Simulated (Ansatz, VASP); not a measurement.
## TiO2: VASP beside Ansatz

```xyz
6
Lattice="2.7240 -2.7246 0.0000 2.7240 2.7246 0.0000 -2.6510 0.0000 4.8284" Properties=species:S:1:pos:R:3 pbc="T T T"
Ti    0.7357   -1.9938    3.6213
Ti    2.0612    1.9938    1.2071
O     0.7009    0.6606    0.8071
O     2.0960   -0.6606    4.0213
O     3.4215    0.6606    1.6071
O    -0.6246   -0.6606    3.2213
```

Change from the starting cell: volume scaled by 1.02.

Alike in both runs: task single point; functional PBEsol; k mesh 8 × 8 × 6; occupations fermi-dirac, width 0.05 eV; no spin polarisation.

```csv
,VASP,Ansatz
version,VASP 6.6.1,Ansatz 0.2.0
potentials or method,"VASP PAW PBE potentials, release 64 (Ti_sv, O), cutoff 520 eV","all-electron LAPW, scalar-relativistic"
```

```tsv
	VASP	Ansatz	Ansatz less VASP
gap on the k mesh at the Fermi level (eV)	1.97	1.98	+0.018
least direct gap on the mesh (eV)	2.30	2.32	+0.017
pressure (GPa)	-10.6	-11.1	-0.58
traceless stress, the component that is largest in VASP (GPa)	-0.49	-0.53	-0.044
rms of the force components (eV/Å)	0.152	0.161	+0.0089
```

VASP's potentials were made for PBE, not for PBEsol. Atom by atom the forces differ by 0.011 eV/Å (rms over components). Ansatz ran all-electron here, and VASP with PAW potentials.
